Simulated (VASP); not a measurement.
A run of VASP 6.6.1 is set up as follows.

INCAR

```
SYSTEM = In
PREC = Accurate
ENCUT = 600
EDIFF = 1E-7
ISMEAR = -1
SIGMA = 0.05
LREAL = .FALSE.
LASPH = .TRUE.
NELM = 100
ALGO = Fast
ISIF = 3
LWAVE = .FALSE.
LCHARG = .FALSE.
GGA = PS
IBRION = 2
NSW = 60
EDIFFG = -0.01
PSTRESS = 50.0
```

KPOINTS

```
regular mesh
0
G
  11 11 11
  0 0 0
```

Contents of POSCAR:

```
In
1.0
   -1.6254700000      1.6254700000      2.4737000000
    1.6254700000     -1.6254700000      2.4737000000
    1.6254700000      1.6254700000     -2.4737000000
In
1
Direct
    0.0000000000      0.0000000000      0.0000000000
```

Potentials or basis: VASP PAW PBE potentials, release 64 (In_d).

Run with:

```console
$ cat potpaw_PBE.64/In_d/POTCAR > POTCAR
$ mpirun -np 1 vasp_std > vasp.out
```

(1) Predict the relaxed cell.

(2) Predict the space group after relaxing (to 0.05 Å).

(3) What does it give for the relaxed volume?

## Answers

(1) a = 3.235 Å, b = 3.235 Å, c = 3.235 Å, α = 121.43°, β = 121.43°, γ = 87.55°.

(2) I4/mmm (No. 139).

(3) 23.40 Å³/atom.

Caveat: the cell is relaxed towards a set pressure, so the enthalpy falls and the energy may rise; the PAW data sets were made with another functional, which shifts forces and pressure a little.
